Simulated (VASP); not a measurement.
# Li (P1) in VASP: notebook

The runs below take Li through single point, with PBEsol.

Everything below comes from runs of VASP 6.6.1. Logs are shortened: lines on timing, memory, paths and dates and some standing lists are left out, and cuts for length are marked.

## 1. The cell of the first run

The typed cell holds 16 atoms: a = 7.094 Å, b = 7.094 Å, c = 7.094 Å, α = 90.00°, β = 90.00°, γ = 90.00°.

## 2. Single point, PBEsol

The input, INCAR:

```
  PREC = Accurate
  ENCUT = 520
  EDIFF = 1E-6
  ISMEAR = -1
  SIGMA = 0.16
  LREAL = Auto
  LASPH = True
  NELM = 80
  ALGO = Normal
  ISIF = 2
  LWAVE = False
  LCHARG = False
  GGA = PS
  NBANDS = 38
```

The input, KPOINTS:

```
regular mesh
0
Gamma
  2 2 2
```

The input, POSCAR:

```
Li
1.0
    7.0944470000      0.0000000000      0.0000000000
    0.0000000000      7.0944470000      0.0000000000
    0.0000000000      0.0000000000      7.0944470000
Li
16
Direct
    0.0928331694     -0.0237932569      0.0017619414
    0.5773106769     -0.0368457189     -0.0493484552
   -0.0062302249      0.4605573909      0.0302912968
   -0.0000140955      0.0217775959      0.5548846866
    0.2927078037      0.2498432929      0.2144071272
    0.5612135801      0.4392731386     -0.0124322586
    0.5135002066      0.0858135948      0.5200405331
    0.7137131337      0.2834893262      0.2641502572
    0.0952857918      0.5130914362      0.4941188510
    0.2853217453      0.7058337316      0.2301941222
    0.3370523453      0.2308988988      0.7656692622
    0.5022096860      0.5033091374      0.5149943329
    0.7677131142      0.8024304079      0.2284180853
    0.7438916663      0.2539873791      0.7283442952
    0.2739889381      0.7201406960      0.8203176372
    0.7302049053      0.7185338054      0.6956144714
```

Potentials or basis: VASP PAW PBE potentials, release 64 (Li_sv).

Launch:

```
> cat potpaw_PBE.64/Li_sv/POTCAR > POTCAR
> mpirun -np 1 vasp_std > vasp.out
```

OUTCAR:

```text
PREC = Accurate
   ENCUT = 520
   EDIFF = 1E-6
   ISMEAR = -1
   LREAL = Auto
   LASPH = True
   NELM = 80
   ISIF = 2
   GGA = PS

 ion  position               nearest neighbor table
   1  0.093  0.976  0.002-  15 2.57
   2  0.577  0.963  0.951-
   3  0.994  0.461  0.030-
   4  1.000  0.022  0.555-
   5  0.293  0.250  0.214-
   6  0.561  0.439  0.988-   8 2.50
   7  0.514  0.086  0.520-  11 2.38  14 2.51
   8  0.714  0.283  0.264-   6 2.50
   9  0.095  0.513  0.494-
  10  0.285  0.706  0.230-
  11  0.337  0.231  0.766-   7 2.38
  12  0.502  0.503  0.515-  16 2.57
  13  0.768  0.802  0.228-
  14  0.744  0.254  0.728-   7 2.51
  15  0.274  0.720  0.820-   1 2.57
  16  0.730  0.719  0.696-  12 2.57

  LATTYP: Found a simple cubic cell.
 ALAT       =     7.0944470000

  Lattice vectors:

 A1 = (   7.0944470000,   0.0000000000,   0.0000000000)
 A2 = (   0.0000000000,   7.0944470000,   0.0000000000)
 A3 = (   0.0000000000,   0.0000000000,   7.0944470000)

Analysis of symmetry for initial positions (statically):
=====================================================================
 Subroutine PRICEL returns:
 Original cell was already a primitive cell.

 Routine SETGRP: Setting up the symmetry group for a
 simple cubic supercell.

 Subroutine GETGRP returns: Found  1 space group operations
 (whereof  1 operations were pure point group operations)
 out of a pool of 48 trial point group operations.

The static configuration has the point symmetry C_1 .

Analysis of symmetry for dynamics (positions and initial velocities):
=====================================================================
 Subroutine PRICEL returns:
 Original cell was already a primitive cell.

 Routine SETGRP: Setting up the symmetry group for a
 simple cubic supercell.

 Subroutine GETGRP returns: Found  1 space group operations
 (whereof  1 operations were pure point group operations)
 out of a pool of 48 trial point group operations.

The dynamic configuration has the point symmetry C_1 .

 Subroutine INISYM returns: Found  1 space group operations
 (whereof  1 operations are pure point group operations),
 and found     1 'primitive' translations

----------------------------------------------------------------------------------------

                                     Primitive cell

  volume of cell :     357.0719

  direct lattice vectors                    reciprocal lattice vectors
     7.094447000  0.000000000  0.000000000     0.140955313  0.000000000  0.000000000
     0.000000000  7.094447000  0.000000000     0.000000000  0.140955313  0.000000000
     0.000000000  0.000000000  7.094447000     0.000000000  0.000000000  0.140955313

  length of vectors
     7.094447000  7.094447000  7.094447000     0.140955313  0.140955313  0.140955313

  position of ions in fractional coordinates (direct lattice)
     0.092833169  0.976206743  0.001761941
     0.577310677  0.963154281  0.950651545
     0.993769775  0.460557391  0.030291297
     0.999985905  0.021777596  0.554884687
     0.292707804  0.249843293  0.214407127
     0.561213580  0.439273139  0.987567741
[... 8 lines left out ...]
     0.273988938  0.720140696  0.820317637
     0.730204905  0.718533805  0.695614471

  ion indices of the primitive-cell ions
   primitive index   ion index
                 1           1
                 2           2
                 3           3
                 4           4
                 5           5
                 6           6
[... 8 lines left out ...]
                15          15
                16          16

----------------------------------------------------------------------------------------

 KPOINTS: regular mesh

Automatic generation of k-mesh.
 Grid dimensions read from file:
 generate k-points for:    2    2    2

 Generating k-lattice:

  Cartesian coordinates                     Fractional coordinates (reciprocal lattice)
     0.070477657  0.000000000  0.000000000     0.500000000  0.000000000  0.000000000
     0.000000000  0.070477657  0.000000000     0.000000000  0.500000000  0.000000000
     0.000000000  0.000000000  0.070477657     0.000000000  0.000000000  0.500000000

  Length of vectors
     0.070477657  0.070477657  0.070477657

  Shift w.r.t. Gamma in fractional coordinates (k-lattice)
     0.000000000  0.000000000  0.000000000

 Subroutine IBZKPT returns following result:
 ===========================================

 Found      8 irreducible k-points:

 Following reciprocal coordinates:
            Coordinates               Weight
  0.000000  0.000000  0.000000      1.000000
  0.500000  0.000000  0.000000      1.000000
  0.000000  0.500000  0.000000      1.000000
  0.000000  0.000000  0.500000      1.000000
  0.500000  0.500000  0.000000      1.000000
  0.000000  0.500000  0.500000      1.000000
  0.500000  0.000000  0.500000      1.000000
  0.500000  0.500000  0.500000      1.000000
   k-points           NKPTS =      8   k-points in BZ     NKDIM =      8   number of bands    NBANDS=     38
   number of dos      NEDOS =    301   number of ions     NIONS =     16
   total plane-waves  NPLWV = 157464
   dimension x,y,z NGX =    54 NGY =   54 NGZ =   54
   dimension x,y,z NGXF=   108 NGYF=  108 NGZF=  108
   ions per type =              16
   NGX,Y,Z   is equivalent  to a cutoff of  12.65, 12.65, 12.65 a.u.
   NGXF,Y,Z  is equivalent  to a cutoff of  25.31, 25.31, 25.31 a.u.
 SYSTEM =  unknown system
   PREC   = accura    normal or accurate (medium, high low for compatibility)
   ISTART =      0    job   : 0-new  1-cont  2-samecut
   ICHARG =      2    charge: 1-file 2-atom 10-const
   ISPIN  =      1    spin polarized calculation?
   LNONCOLLINEAR =      F non collinear calculations
   LSORBIT =      F    spin-orbit coupling
   LASPH  =      T    aspherical Exc in radial PAW
   ENCUT  =  520.0 eV  38.22 Ry    6.18 a.u.  13.19 13.19 13.19*2*pi/ulx,y,z
   NELM   =     80;   NELMIN=  2; NELMDL= -5     # of ELM steps
   EDIFF  = 0.1E-05   stopping-criterion for ELM
   LREAL  =      T    real-space projection
   EDIFFG = 0.1E-04   stopping-criterion for IOM
   NSW    =      0    number of steps for IOM
   IBRION =     -1    ionic relax: 0-MD 1-quasi-New 2-CG
   NFREE  =      0    steps in history (QN), initial steepest desc. (CG)
   ISIF   =      2    stress and relaxation
   ISYM   =      2    0-nonsym 1-usesym 2-fastsym
   POTIM  = 0.5000    time-step for ionic-motion
   TEBEG  =    0.0;   TEEND  =   0.0 temperature during run
   PSTRESS=    0.0 pullay stress
   NELECT =      48.0000    total number of electrons
   NUPDOWN=      -1.0000    fix difference up-down
   EMIN   =  10.00;   EMAX   =-10.00  energy-range for DOS
   EFERMI =   0.00;   METHOD = LEGACY
   ISMEAR =    -1;   SIGMA  =   0.16  broadening in eV -4-tet -1-fermi 0-gaus
   EFERMI_NEDOS =   21; number of points for ismear=-14 and -15
   IALGO  =     38    algorithm
   IMIX   =      4    mixing-type and parameters
     AMIX     =   0.40;   BMIX     =  1.00
     AMIX_MAG =   1.60;   BMIX_MAG =  1.00
  volume/ion in A,a.u.               =      22.32       150.60
  Fermi-wavevector in a.u.,A,eV,Ry     =   0.838629  1.584780  9.568965  0.703299
  Thomas-Fermi vector in A             =   1.952715
   LORBIT       =      0    0 simple, 1 ext, 2 COOP (PROOUT), +10 PAW based schemes
   GGA     = PS    functional components
   LHFCALC =     F    Hartree Fock is set to
   AEXX    =    0.0000 exact exchange contribution
   IVDW    =     0    specifies the selected vdW correction
   LEPSILON=     F    determine dielectric tensor
   LRPA    =     F    only Hartree local field effects (RPA)
 non-spin polarized calculation
  energy-cutoff  :      520.00
  volume of cell :      357.07
 maximum number of plane-waves:      9771
 NGX is ok and might be reduce to    54
   NGX = 27   NGY = 27   NGZ = 27

 number of electron      48.0000036 magnetization

 Free energy of the ion-electron system (eV)
  ---------------------------------------------------
  ext. energy  EPLUGINS =         0.00000000
  ---------------------------------------------------
  free energy    TOTEN  =       -29.75631478 eV

  energy without entropy =      -28.98937500  energy(sigma->0) =      -29.37284489

 E-fermi :   0.2123     XC(G=0):  -6.7576

 val. band max:        0.1976232084   @ k =   0.0000   0.5000   0.5000
 cond. band min:       0.2199729284   @ k =   0.5000   0.0000   0.5000
 fundamental gap:      0.0223497199
 Fermi energy:         0.2123025191

 k-point     1 :       0.0000    0.0000    0.0000
  band No.  band energies     occupation
      1     -46.1243      2.00000
      2     -46.1134      2.00000
      3     -46.0105      2.00000
      4     -45.9971      2.00000
      5     -45.9281      2.00000
      6     -45.8576      2.00000
[... 28 lines left out ...]
     35       3.1403      0.00000
     36       3.3458      0.00000

 k-point     2 :       0.5000    0.0000    0.0000
  band No.  band energies     occupation
      1     -46.1242      2.00000
      2     -46.1134      2.00000
      3     -46.0104      2.00000
      4     -45.9970      2.00000
      5     -45.9281      2.00000
      6     -45.8575      2.00000
[... 28 lines left out ...]
     35       3.3998      0.00000
     36       3.4504      0.00000

 k-point     3 :       0.0000    0.5000    0.0000
  band No.  band energies     occupation
      1     -46.1242      2.00000
      2     -46.1134      2.00000
      3     -46.0104      2.00000
      4     -45.9970      2.00000
      5     -45.9281      2.00000
      6     -45.8576      2.00000
[... 28 lines left out ...]
     35       3.2509      0.00000
     36       3.2804      0.00000
[... 118 lines left out ...]
 k-point     7 :       0.5000    0.0000    0.5000
  band No.  band energies     occupation
      1     -46.1242      2.00000
      2     -46.1133      2.00000
      3     -46.0104      2.00000
      4     -45.9970      2.00000
      5     -45.9280      2.00000
      6     -45.8575      2.00000
[... 28 lines left out ...]
     35       3.7598      0.00000
     36       4.1470      0.00000

 k-point     8 :       0.5000    0.5000    0.5000
  band No.  band energies     occupation
      1     -46.1242      2.00000
      2     -46.1133      2.00000
      3     -46.0104      2.00000
      4     -45.9969      2.00000
      5     -45.9280      2.00000
      6     -45.8575      2.00000
[... 28 lines left out ...]
     35       3.0499      0.00000
     36       3.1474      0.00000
 [bands above 36 left out]

------------------------ aborting loop because EDIFF is reached ----------------------------------------

  FORCE on cell =-STRESS in cart. coord.  units (eV):
  Direction    XX          YY          ZZ          XY          YZ          ZX
  --------------------------------------------------------------------------------------
  -------------------------------------------------------------------------------------
  Total        0.1191824     -1.8810808      0.9282758      0.1263296      0.3727070      0.0432780
  in kB        0.5347698     -8.4403875      4.1651628      0.5668395      1.6723319      0.1941878
  external PRESSURE =      -1.2468183 kB  Pullay stress =       0.0000000 kB

 VOLUME and BASIS-vectors are now :
 -----------------------------------------------------------------------------
  energy-cutoff  :      520.00
  volume of cell :      357.07
      direct lattice vectors                 reciprocal lattice vectors
     7.094447000  0.000000000  0.000000000     0.140955313  0.000000000  0.000000000
     0.000000000  7.094447000  0.000000000     0.000000000  0.140955313  0.000000000
     0.000000000  0.000000000  7.094447000     0.000000000  0.000000000  0.140955313

 POSITION                                       TOTAL-FORCE (eV/Angst)
 -----------------------------------------------------------------------------------
      0.65860      6.92565      0.01250        -0.534178      0.354124      0.007407
      4.09570      6.83305      6.74435        -0.208615      0.297766      0.108247
      7.05025      3.26740      0.21490         0.039424      0.131752     -0.264979
      7.09435      0.15450      3.93660         0.261095     -0.103158     -0.234779
      2.07660      1.77250      1.52110         0.018262     -0.088993      0.136646
      3.98150      3.11640      7.00625        -0.330485      0.645320     -0.057517
[... 8 lines left out ...]
      1.94380      5.10900      5.81970         0.217934     -0.240010     -0.401905
      5.18040      5.09760      4.93500         0.367008      0.072372      0.157499
 -----------------------------------------------------------------------------------
    total drift:                               -0.000046     -0.000423     -0.003706

  FREE ENERGIE OF THE ION-ELECTRON SYSTEM (eV)
  ---------------------------------------------------
  free  energy   TOTEN  =       -29.7563147764 eV

  energy  without entropy=      -28.9893749954  energy(sigma->0) =      -29.37284489
```

Run time: 1.8 min. Hardware: 1 thread of Intel Xeon Platinum 8488C (Sapphire Rapids), shared host; peak memory 0.37 GiB.

What came out:

```yaml
Free_energy: -29.7563 eV
Largest_force: 1.109 eV/Å
Band_gap_on_the_k_mesh: zero (bands 24 and 25 overlap by 0.67 eV)
```

Forces on the atoms (eV/Å):
```
Li  -0.534  0.354  0.007
Li  -0.209  0.298  0.108
Li   0.039  0.132 -0.265
Li   0.261 -0.103 -0.235
Li   0.018 -0.089  0.137
Li  -0.330  0.645 -0.058
Li  -0.160 -0.963 -0.527
Li   0.500 -0.248  0.234
Li  -0.479 -0.286  0.191
Li   0.366  0.243  0.013
Li  -0.683  0.307  0.340
Li  -0.087 -0.019 -0.184
Li   0.092 -0.296  0.298
Li   0.621  0.193  0.185
Li   0.218 -0.240 -0.402
Li   0.367  0.072  0.157
```

Caveat: the k points lie up to 0.44 Å⁻¹ apart, too coarse for converged energies and pressures of a metal; the cutoff is under 1.25 times the usual one of these potentials, so pressure, stress and relaxed cells hold a basis-set (Pulay) error; the PAW data sets were made with another functional, which shifts forces and pressure a little.

## 3. Single point, PBEsol

The input, INCAR:

```
SYSTEM = Li
ALGO     = Normal         ! electronic algorithm
EDIFF    = 1E-6           ! SCF threshold, eV
ENCUT    = 520            ! plane-wave cutoff, eV
GGA      = PS             ! functional
ISIF     = 2              ! what is computed and relaxed
ISMEAR   = -1             ! smearing method
LASPH    = .True.         ! aspherical terms in the spheres
LCHARG   = .False.        ! write CHGCAR
LREAL    = Auto         
LWAVE    = .False.        ! write WAVECAR
NBANDS   = 38             ! bands
NELM     = 60             ! most SCF steps
PREC     = Accurate       ! precision mode
SIGMA    = 0.16           ! smearing width, eV
```

The input, KPOINTS:

```
k-points
0
Gamma
  2 2 2
  0 0 0
```

The input, POSCAR:

```
Li
1.0
    7.0944470000      0.0000000000      0.0000000000
    0.0000000000      7.0944470000      0.0000000000
    0.0000000000      0.0000000000      7.0944470000
Li
16
Direct
    0.0417227728      0.0624572993     -0.0710837645
    0.6498603767     -0.0364510440     -0.1033766268
   -0.0068222372      0.4207516104      0.1784212357
    0.0175630320      0.0173515991      0.4753717943
    0.3101580715      0.2054564648      0.0043978058
    0.5336850074      0.5580561811     -0.0459514322
    0.3491745023     -0.0317290410      0.3630445051
    0.7114578487      0.1703444962      0.2781471199
    0.0295019471      0.6124790276      0.4824477510
    0.3337257999      0.7244539285      0.1703163051
    0.3467782619      0.4012292995      0.7190553400
    0.3307939294      0.4223021188      0.4102786306
    0.7480639435      0.7821610338      0.3129348912
    0.8047420750      0.2853217453      0.6677053194
    0.3548409059      0.8896394603      0.7284288684
    0.6335377514      0.6330585034      0.6415440132
```

Potentials or basis: VASP PAW PBE potentials, release 64 (Li_sv).

Launch:

```
> cat potpaw_PBE.64/Li_sv/POTCAR > POTCAR
> mpirun -np 1 vasp_std > vasp.out
```

Run time: 94 s. Hardware: 1 thread of Intel Xeon Platinum 8488C (Sapphire Rapids), shared host; peak memory 0.37 GiB.

Results (log left out):

| Quantity | Value |
| --- | --- |
| Free energy | -27.4088 eV |
| Largest force | 1.209 eV/Å |
| Band gap on the k mesh | zero (bands 24 and 25 overlap by 0.62 eV) |

Forces in eV/Å, atoms in the order of the input:
```
Li  -0.685 -0.654  0.050
Li   0.208  0.170  0.266
Li  -0.028 -0.013 -0.509
Li  -0.005  0.259  0.138
Li   0.917  0.150  0.773
Li   0.675 -0.307  0.885
Li   0.434  0.710  0.240
Li  -0.427  0.326 -0.144
Li   0.179  0.235  0.741
Li  -0.569 -0.234 -0.467
Li  -0.625 -0.387  0.266
Li   0.512 -0.312 -0.989
Li  -0.318 -0.089 -0.477
Li  -0.106  0.057  0.116
Li  -0.456 -0.279 -0.124
Li   0.293  0.367 -0.765
```

Levels at points of the mesh, in eV from the Fermi level:
```tsv
k point	band 21	band 22	band 23	band 24	band 25	band 26
(0.00, 0.00, 0.00)	-0.97	-0.90	-0.61	0.35	0.46	0.52
(0.50, 0.00, 0.00)	-0.52	-0.52	-0.41	-0.36	-0.26	0.00
(0.00, 0.50, 0.00)	-0.62	-0.47	-0.46	-0.27	-0.14	-0.10
(0.00, 0.00, 0.50)	-0.52	-0.50	-0.38	-0.33	-0.28	-0.06
(0.50, 0.50, 0.00)	-0.36	-0.23	-0.09	0.06	0.16	0.33
(0.00, 0.50, 0.50)	-0.25	-0.20	-0.09	0.06	0.17	0.25
(0.50, 0.00, 0.50)	-0.50	-0.26	-0.23	0.05	0.27	0.48
(0.50, 0.50, 0.50)	-1.56	-1.49	-1.39	-1.06	1.52	1.66
```

Caveat: the k points lie up to 0.44 Å⁻¹ apart, too coarse for converged energies and pressures of a metal; the cutoff is under 1.25 times the usual one of these potentials, so pressure, stress and relaxed cells hold a basis-set (Pulay) error; the PAW data sets were made with another functional, which shifts forces and pressure a little.

(Part 1 of 2 ends here.)

The gap in the log of VASP goes by the Fermi energy; the results here count the filled bands.